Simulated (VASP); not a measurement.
# S (Fd-3m) in VASP: a series of runs

S is run at these levels: PBEsol; tasks: single point, relaxation of cell and atoms.

All numbers are computed with VASP 6.6.1; they aren't measurements. Logs are shortened: lines on timing, memory, paths and dates and some standing lists are left out, and cuts for length are marked.

## Step 1: The cell of the first run

The structure is cubic, space group Fd-3m (No. 227). The conventional cell has a = 5.659 Å, b = 5.659 Å, c = 5.659 Å, α = 90.00°, β = 90.00°, γ = 90.00°. Within 3.2 Å of S (site symmetry -43m) lie 4 S at 2.45 Å.

## Step 2: Single point, PBEsol

Contents of INCAR:

```
SYSTEM = S
PREC = Accurate
ENCUT = 520
EDIFF = 1E-7
ISMEAR = 0
SIGMA = 0.1
LREAL = .FALSE.
LASPH = .TRUE.
NELM = 100
ALGO = Normal
ISIF = 2
LWAVE = .FALSE.
LCHARG = .FALSE.
GGA = PS
NBANDS = 13
```

Contents of KPOINTS:

```
Automatic mesh
0
G
  6 6 6
  0 0 0
```

Contents of POSCAR:

```
S
1.0
    0.0000000000      2.8296528670      2.8296528670
    2.8296528670      0.0000000000      2.8296528670
    2.8296528670      2.8296528670      0.0000000000
S
2
Direct
    0.5000000000      0.5000000000      0.5000000000
    0.7500000000      0.7500000000      0.7500000000
```

Potentials or basis: VASP PAW PBE potentials, release 64 (S).

On the command line:

```
> cat potpaw_PBE.64/S/POTCAR > POTCAR
> mpirun -np 1 vasp_std > vasp.out
```

OUTCAR:

```text
SYSTEM = S
   PREC = Accurate
   ENCUT = 520
   EDIFF = 1E-7
   ISMEAR = 0
   LREAL = .FALSE.
   LASPH = .TRUE.
   NELM = 100
   ISIF = 2
   GGA = PS

 ion  position               nearest neighbor table
   1  0.500  0.500  0.500-   2 2.45   2 2.45   2 2.45   2 2.45
   2  0.750  0.750  0.750-   1 2.45   1 2.45   1 2.45   1 2.45

  LATTYP: Found a face centered cubic cell.
 ALAT       =     5.6593057340

  Lattice vectors:

 A1 = (   0.0000000000,   2.8296528670,   2.8296528670)
 A2 = (   2.8296528670,   0.0000000000,   2.8296528670)
 A3 = (   2.8296528670,   2.8296528670,   0.0000000000)

Analysis of symmetry for initial positions (statically):
=====================================================================
 Subroutine PRICEL returns:
 Original cell was already a primitive cell.

 Routine SETGRP: Setting up the symmetry group for a
 face centered cubic supercell.

 Subroutine GETGRP returns: Found 48 space group operations
 (whereof 24 operations were pure point group operations)
 out of a pool of 48 trial point group operations.

The static configuration has the point symmetry T_d .
 The point group associated with its full space group is O_h .

Analysis of symmetry for dynamics (positions and initial velocities):
=====================================================================
 Subroutine PRICEL returns:
 Original cell was already a primitive cell.

 Routine SETGRP: Setting up the symmetry group for a
 face centered cubic supercell.

 Subroutine GETGRP returns: Found 48 space group operations
 (whereof 24 operations were pure point group operations)
 out of a pool of 48 trial point group operations.

The dynamic configuration has the point symmetry T_d .
 The point group associated with its full space group is O_h .

 Subroutine INISYM returns: Found 48 space group operations
 (whereof 24 operations are pure point group operations),
 and found     1 'primitive' translations

----------------------------------------------------------------------------------------

                                     Primitive cell

  volume of cell :      45.3137

  direct lattice vectors                    reciprocal lattice vectors
     0.000000000  2.829652867  2.829652867    -0.176700120  0.176700120  0.176700120
     2.829652867  0.000000000  2.829652867     0.176700120 -0.176700120  0.176700120
     2.829652867  2.829652867  0.000000000     0.176700120  0.176700120 -0.176700120

  length of vectors
     4.001733461  4.001733461  4.001733461     0.306053585  0.306053585  0.306053585

  position of ions in fractional coordinates (direct lattice)
     0.500000000  0.500000000  0.500000000
     0.750000000  0.750000000  0.750000000

  ion indices of the primitive-cell ions
   primitive index   ion index
                 1           1
                 2           2

----------------------------------------------------------------------------------------

 KPOINTS: Automatic mesh

Automatic generation of k-mesh.
 Grid dimensions read from file:
 generate k-points for:    6    6    6

 Generating k-lattice:

  Cartesian coordinates                     Fractional coordinates (reciprocal lattice)
    -0.029450020  0.029450020  0.029450020     0.166666667  0.000000000  0.000000000
     0.029450020 -0.029450020  0.029450020     0.000000000  0.166666667  0.000000000
     0.029450020  0.029450020 -0.029450020     0.000000000  0.000000000  0.166666667

  Length of vectors
     0.051008931  0.051008931  0.051008931

  Shift w.r.t. Gamma in fractional coordinates (k-lattice)
     0.000000000  0.000000000  0.000000000

 Subroutine IBZKPT returns following result:
 ===========================================

 Found     16 irreducible k-points:

 Following reciprocal coordinates:
            Coordinates               Weight
  0.000000  0.000000  0.000000      1.000000
  0.166667  0.000000  0.000000      8.000000
  0.333333  0.000000  0.000000      8.000000
  0.500000  0.000000  0.000000      4.000000
  0.166667  0.166667  0.000000      6.000000
  0.333333  0.166667  0.000000     24.000000
[... 8 lines left out ...]
 -0.333333  0.333333  0.166667     24.000000
 -0.333333  0.500000  0.166667     12.000000
   k-points           NKPTS =     16   k-points in BZ     NKDIM =     16   number of bands    NBANDS=     13
   number of dos      NEDOS =    301   number of ions     NIONS =      2
   total plane-waves  NPLWV =  27000
   dimension x,y,z NGX =    30 NGY =   30 NGZ =   30
   dimension x,y,z NGXF=    60 NGYF=   60 NGZF=   60
   ions per type =               2
   NGX,Y,Z   is equivalent  to a cutoff of  12.46, 12.46, 12.46 a.u.
   NGXF,Y,Z  is equivalent  to a cutoff of  24.93, 24.93, 24.93 a.u.
 SYSTEM =  S
   PREC   = accura    normal or accurate (medium, high low for compatibility)
   ISTART =      0    job   : 0-new  1-cont  2-samecut
   ICHARG =      2    charge: 1-file 2-atom 10-const
   ISPIN  =      1    spin polarized calculation?
   LNONCOLLINEAR =      F non collinear calculations
   LSORBIT =      F    spin-orbit coupling
   LASPH  =      T    aspherical Exc in radial PAW
   ENCUT  =  520.0 eV  38.22 Ry    6.18 a.u.   7.44  7.44  7.44*2*pi/ulx,y,z
   NELM   =    100;   NELMIN=  2; NELMDL= -5     # of ELM steps
   EDIFF  = 0.1E-06   stopping-criterion for ELM
   LREAL  =      F    real-space projection
   EDIFFG = 0.1E-05   stopping-criterion for IOM
   NSW    =      0    number of steps for IOM
   IBRION =     -1    ionic relax: 0-MD 1-quasi-New 2-CG
   NFREE  =      0    steps in history (QN), initial steepest desc. (CG)
   ISIF   =      2    stress and relaxation
   ISYM   =      2    0-nonsym 1-usesym 2-fastsym
   POTIM  = 0.5000    time-step for ionic-motion
   TEBEG  =    0.0;   TEEND  =   0.0 temperature during run
   PSTRESS=    0.0 pullay stress
   NELECT =      12.0000    total number of electrons
   NUPDOWN=      -1.0000    fix difference up-down
   EMIN   =  10.00;   EMAX   =-10.00  energy-range for DOS
   EFERMI =   0.00;   METHOD = LEGACY
   ISMEAR =     0;   SIGMA  =   0.10  broadening in eV -4-tet -1-fermi 0-gaus
   EFERMI_NEDOS =   21; number of points for ismear=-14 and -15
   IALGO  =     38    algorithm
   IMIX   =      4    mixing-type and parameters
     AMIX     =   0.40;   BMIX     =  1.00
     AMIX_MAG =   1.60;   BMIX_MAG =  1.00
  volume/ion in A,a.u.               =      22.66       152.90
  Fermi-wavevector in a.u.,A,eV,Ry     =   1.051297  1.986663 15.037504  1.105225
  Thomas-Fermi vector in A             =   2.186334
   LORBIT       =      0    0 simple, 1 ext, 2 COOP (PROOUT), +10 PAW based schemes
   GGA     = PS    functional components
   LHFCALC =     F    Hartree Fock is set to
   AEXX    =    0.0000 exact exchange contribution
   IVDW    =     0    specifies the selected vdW correction
   LEPSILON=     F    determine dielectric tensor
   LRPA    =     F    only Hartree local field effects (RPA)
 non-spin polarized calculation
 Gauss-broadening in eV      SIGMA  =   0.10
  energy-cutoff  :      520.00
  volume of cell :       45.31
 maximum number of plane-waves:      1243
 NGX is ok and might be reduce to    30
   NGX = 15   NGY = 15   NGZ = 15

 number of electron      12.0000003 magnetization

 Free energy of the ion-electron system (eV)
  ---------------------------------------------------
  ext. energy  EPLUGINS =         0.00000000
  ---------------------------------------------------
  free energy    TOTEN  =        -6.93794219 eV

  energy without entropy =       -6.92955577  energy(sigma->0) =       -6.93374898

 E-fermi :   4.0780     XC(G=0):  -9.2185

 val. band max:        4.0609146938   @ k =   0.3333   0.0000   0.0000
 cond. band min:       4.2212505106   @ k =  -0.3333   0.3333   0.0000
 fundamental gap:      0.1603358168
 Fermi energy:         4.0779796424

 k-point     1 :       0.0000    0.0000    0.0000
  band No.  band energies     occupation
      1     -12.1683      2.00000
      2      -4.6796      2.00000
      3      -0.0154      2.00000
      4      -0.0154      2.00000
      5      -0.0154      2.00000
      6       3.0483      2.00000
      7       3.0483      2.00000
      8       3.0483      2.00000
      9       9.4679      0.00000
     10      11.7596      0.00000
     11      11.7596      0.00000
     12      14.5684      0.00000
     13      14.5684      0.00000

 k-point     2 :       0.1667    0.0000    0.0000
  band No.  band energies     occupation
      1     -11.9260      2.00000
      2      -5.5112      2.00000
      3      -0.2788      2.00000
      4      -0.2788      2.00000
      5       0.0538      2.00000
      6       3.4522      2.00000
      7       3.4522      2.00000
      8       3.5999      2.00000
      9      10.3191      0.00000
     10      11.2801      0.00000
     11      11.2801      0.00000
     12      14.0555      0.00000
     13      15.9482      0.00000

 k-point     3 :       0.3333    0.0000    0.0000
  band No.  band energies     occupation
      1     -11.2917      2.00000
      2      -7.0225      2.00000
      3      -0.6750      2.00000
      4      -0.6750      2.00000
      5      -0.1848      2.00000
      6       4.0609      1.19071
      7       4.0609      1.19070
      8       5.2415      0.00000
      9      11.1689      0.00000
     10      11.4824      0.00000
     11      11.4824      0.00000
     12      13.6862      0.00000
     13      16.0236      0.00000
[... 177 lines left out ...]
 k-point    15 :      -0.3333    0.3333    0.1667
  band No.  band energies     occupation
      1     -10.1426      2.00000
      2      -8.6262      2.00000
      3      -2.2831      2.00000
      4      -1.5567      2.00000
      5       2.1158      2.00000
      6       3.8341      1.99944
      7       5.5002      0.00000
      8       5.6545      0.00000
      9       9.7233      0.00000
     10      11.0576      0.00000
     11      13.0428      0.00000
     12      15.1082      0.00000
     13      16.6769      0.00000

 k-point    16 :      -0.3333    0.5000    0.1667
  band No.  band energies     occupation
      1      -9.4147      2.00000
      2      -9.4147      2.00000
      3      -2.0269      2.00000
      4      -2.0269      2.00000
      5       2.7819      2.00000
      6       2.7819      2.00000
      7       5.9548      0.00000
      8       5.9548      0.00000
      9      10.3878      0.00000
     10      10.3878      0.00000
     11      14.2010      0.00000
     12      14.2010      0.00000
     13      17.3890      0.00000

------------------------ aborting loop because EDIFF is reached ----------------------------------------

  FORCE on cell =-STRESS in cart. coord.  units (eV):
  Direction    XX          YY          ZZ          XY          YZ          ZX
  --------------------------------------------------------------------------------------
  -------------------------------------------------------------------------------------
  Total        0.0198623      0.0198623      0.0198623      0.0000000      0.0000000      0.0000000
  in kB        0.7022823      0.7022823      0.7022823      0.0000000      0.0000000      0.0000000
  external PRESSURE =       0.7022823 kB  Pullay stress =       0.0000000 kB

 VOLUME and BASIS-vectors are now :
 -----------------------------------------------------------------------------
  energy-cutoff  :      520.00
  volume of cell :       45.31
      direct lattice vectors                 reciprocal lattice vectors
     0.000000000  2.829652867  2.829652867    -0.176700120  0.176700120  0.176700120
     2.829652867  0.000000000  2.829652867     0.176700120 -0.176700120  0.176700120
     2.829652867  2.829652867  0.000000000     0.176700120  0.176700120 -0.176700120

 POSITION                                       TOTAL-FORCE (eV/Angst)
 -----------------------------------------------------------------------------------
      2.82965      2.82965      2.82965         0.000000      0.000000      0.000000
      4.24448      4.24448      4.24448        -0.000000     -0.000000     -0.000000
 -----------------------------------------------------------------------------------
    total drift:                                0.000000     -0.000000     -0.000000

  FREE ENERGIE OF THE ION-ELECTRON SYSTEM (eV)
  ---------------------------------------------------
  free  energy   TOTEN  =        -6.9379421938 eV

  energy  without entropy=       -6.9295557660  energy(sigma->0) =       -6.93374898
```

It took 8.4 s on 1 thread of Intel Xeon Platinum 8375C at 2.90GHz (Ice Lake), shared host; peak memory 0.15 GiB.

What came out:

| Item | Value |
| --- | --- |
| Free energy | -6.9379 eV |
| Pressure | 0.1 GPa |
| Band gap on the k mesh | zero (band 6 reaches 4.28 eV, above the bottom of band 7 at 3.05 eV) |

Levels at points of the mesh, in eV from the Fermi level:
```
           k point  band 3  band 4  band 5  band 6  band 7  band 8  band 9  band 10
(0.00, 0.00, 0.00)   -4.09   -4.09   -4.09   -1.03   -1.03   -1.03    5.39     7.68
(0.50, 0.00, 0.00)   -4.91   -4.91   -4.43    0.20    0.20    2.32    7.40     8.05
(0.50, 0.50, 0.00)   -5.85   -5.85   -2.12   -2.12    2.58    2.58    6.74     6.74
```

Caveat: the PAW data sets were made with another functional, which shifts forces and pressure a little.

## Step 3: Relaxation of cell and atoms, PBEsol

This run uses another cell than the first one, of 31.65 Å³/atom, 1.397 times its volume.

Contents of INCAR:

```
PREC = Accurate ; ENCUT = 600
EDIFF = 1E-6 ; ISMEAR = 0
SIGMA = 0.1 ; LREAL = False
LASPH = True ; NELM = 80
ALGO = Normal ; ISIF = 3
LWAVE = False ; LCHARG = False
GGA = PS ; IBRION = 2
NSW = 90 ; EDIFFG = -0.04
```

Contents of KPOINTS:

```
regular mesh
0
Gamma
  6 6 6
```

Contents of POSCAR:

```
S
1.0
    0.0000000000      3.1630560329      3.1630560329
    3.1630560329      0.0000000000      3.1630560329
    3.1630560329      3.1630560329      0.0000000000
S
2
Direct
    0.5000000000      0.5000000000      0.5000000000
    0.7500000000      0.7500000000      0.7500000000
```

Potentials or basis: VASP PAW PBE potentials, release 64 (S).

On the command line:

```
> cat potpaw_PBE.64/S/POTCAR > POTCAR
> mpirun -np 1 vasp_std > vasp.out
```

OUTCAR:

```text
PREC = Accurate
   ENCUT = 600
   EDIFF = 1E-6
   ISMEAR = 0
   LREAL = False
   LASPH = True
   NELM = 80
   ISIF = 3
   GGA = PS
   IBRION = 2
   NSW = 90
   EDIFFG = -0.04

 ion  position               nearest neighbor table
   1  0.500  0.500  0.500-   2 2.74   2 2.74   2 2.74   2 2.74
   2  0.750  0.750  0.750-   1 2.74   1 2.74   1 2.74   1 2.74

  LATTYP: Found a face centered cubic cell.
 ALAT       =     6.3261120658

  Lattice vectors:

 A1 = (   0.0000000000,   3.1630560329,   3.1630560329)
 A2 = (   3.1630560329,   0.0000000000,   3.1630560329)
[... 176 lines left out ...]
  --------------------------------------------------------------------------------------
  -------------------------------------------------------------------------------------
  Total       -3.4641417     -3.4641417     -3.4641417      0.0000000      0.0000000      0.0000000
  in kB      -87.6911123    -87.6911123    -87.6911123      0.0000000      0.0000000      0.0000000
  external PRESSURE =     -87.6911123 kB  Pullay stress =       0.0000000 kB
[... 95 lines left out ...]
--------------------------------------- Ionic step        4  -------------------------------------------

 number of electron      12.0000000 magnetization

 Free energy of the ion-electron system (eV)
  ---------------------------------------------------
  ext. energy  EPLUGINS =         0.00000000
  ---------------------------------------------------
  free energy    TOTEN  =        -6.93886030 eV

  energy without entropy =       -6.93047193  energy(sigma->0) =       -6.93466612

 E-fermi :   4.0771     XC(G=0):  -9.2182

 val. band max:        4.0600262506   @ k =   0.3333   0.0000   0.0000
 cond. band min:       4.2202061989   @ k =  -0.3333   0.3333   0.0000
 fundamental gap:      0.1601799483
 Fermi energy:         4.0770768572

 k-point     1 :       0.0000    0.0000    0.0000
  band No.  band energies     occupation
      1     -12.1685      2.00000
      2      -4.6806      2.00000
      3      -0.0161      2.00000
      4      -0.0161      2.00000
      5      -0.0161      2.00000
      6       3.0475      2.00000
      7       3.0475      2.00000
      8       3.0475      2.00000
      9       9.4674      0.00000
     10      11.7584      0.00000
[... 222 lines left out ...]
  FREE ENERGIE OF THE ION-ELECTRON SYSTEM (eV)
  ---------------------------------------------------
  free  energy   TOTEN  =        -6.9388603031 eV

  energy  without entropy=       -6.9304719283  energy(sigma->0) =       -6.93466612

 reached required accuracy - stopping structural energy minimisation
```

CONTCAR:

```text
S
   1.00000000000000
     0.0000000000000000    2.8297074148681274    2.8297074148681278
     2.8297074148681274    0.0000000000000000    2.8297074148681278
     2.8297074148681274    2.8297074148681274   -0.0000000000000000
  S
     2
Direct
     0.5000000000000000    0.5000000000000000    0.5000000000000000
     0.7500000000000000    0.7500000000000000    0.7500000000000000

  0.00000000E+00  0.00000000E+00  0.00000000E+00
  0.00000000E+00  0.00000000E+00  0.00000000E+00
```

It took 27 s on 1 thread of Intel Xeon Platinum 8559C (Emerald Rapids), shared host; peak memory 0.19 GiB.

What came out:

```yaml
Free_energy: -6.9389 eV
Relaxed_volume: 22.66 Å³/atom
Relaxed_cell: a = 4.002 Å, b = 4.002 Å, c = 4.002 Å, α = 60.00°, β = 60.00°, γ = 60.00°
Space_group_after_relaxing_to_0.05_Å: Fd-3m (No. 227)
Energy_gained_by_relaxing: 311.9 meV/atom
Ionic_steps: 4
Pressure_after_relaxing: 0.1 GPa
Band_gap_on_the_k_mesh: zero (band 6 reaches 4.28 eV, above the bottom of band 7 at 3.05 eV)
```

The path:
```
step  energy change (eV)  largest force (eV/Å)  pressure (GPa)  volume (Å³)
   1              0.0000                0.0000           -8.77        63.29
   2             -0.5923                0.0000           -2.82        48.72
   3             -0.6229                0.0000           -0.58        45.96
   4             -0.6239                0.0000            0.10        45.32
```

Final structure:
```
S
1.0
     0.00000    2.82971    2.82971
     2.82971    0.00000    2.82971
     2.82971    2.82971    0.00000
S
2
Direct
  0.50000 0.50000 0.50000
  0.75000 0.75000 0.75000
```

Caveat: the volume moved by over 15 % at a fixed basis, so the end points are rough; the PAW data sets were made with another functional, which shifts forces and pressure a little.

## Step 4: Single point, PBEsol

This run uses another cell than the first one, of 22.90 Å³/atom, 1.011 times its volume.

Contents of INCAR:

```
SYSTEM = S
PREC = Accurate
ENCUT = 520
EDIFF = 1E-6
ISMEAR = 0
SIGMA = 0.1
LREAL = .False.
LASPH = .True.
NELM = 60
ALGO = Normal
ISIF = 2
LWAVE = .False.
LCHARG = .True.
GGA = PS
LELF = .True.
LVHAR = .True.
NBANDS = 13
```

Contents of KPOINTS:

```
Automatic mesh
0
Gamma
  18 18 18
  0 0 0
```

Contents of POSCAR:

```
S
1.0
    0.0000000000      2.8398645642      2.8398645642
    2.8398645642      0.0000000000      2.8398645642
    2.8398645642      2.8398645642      0.0000000000
S
2
Direct
    0.0000000000      0.0000000000      0.0000000000
    0.2500000000      0.2500000000      0.2500000000
```

On the command line:

```
> cat potpaw_PBE.64/S/POTCAR > POTCAR
> mpirun -np 1 vasp_std > vasp.out
```

It took 60 s on 1 thread of Intel Xeon Platinum 8559C (Emerald Rapids), shared host; peak memory 0.22 GiB.

The run converged. Its results:

```
Free energy            : -6.9252 eV
Pressure               : 0.1 GPa
Band gap on the k mesh : zero (band 6 reaches 4.29 eV, above the bottom of band 7 at 2.96 eV)
```

Levels at points of the mesh, in eV from the Fermi level:
```tsv
k point	band 4	band 5	band 6	band 7	band 8	band 9
(0.00, 0.00, 0.00)	-4.06	-4.06	-1.02	-1.02	-1.02	5.37
(0.50, 0.00, 0.00)	-4.87	-4.41	0.20	0.20	2.26	7.38
(0.50, 0.50, 0.00)	-5.80	-2.11	-2.11	2.53	2.53	6.72
```

Caveat: the PAW data sets were made with another functional, which shifts forces and pressure a little.

## Step 5: The runs side by side

```tsv
task	cell	k mesh	cutoff (eV)	gap on the mesh (eV)	pressure (GPa)
single point	a = 4.002 Å, angles 60.0°, 2 atoms	6 × 6 × 6	520	none	0.1
relaxation of cell and atoms	relaxed from a = 4.473 Å, angles 60.0°, 2 atoms	6 × 6 × 6	600	none	0.1
single point	a = 4.016 Å, angles 60.0°, 2 atoms	18 × 18 × 18	520	none	0.1
```

Alike in all rows: level PBEsol; potentials or basis VASP PAW PBE potentials, release 64 (S); no spin polarisation; smearing gaussian 0.1 eV.

Caveats: the PAW data sets were made with another functional, which shifts forces and pressure a little; the volume moved by over 15 % at a fixed basis, so the end points are rough (some runs).

Absolute energies hang on the potentials; compare differences alone.
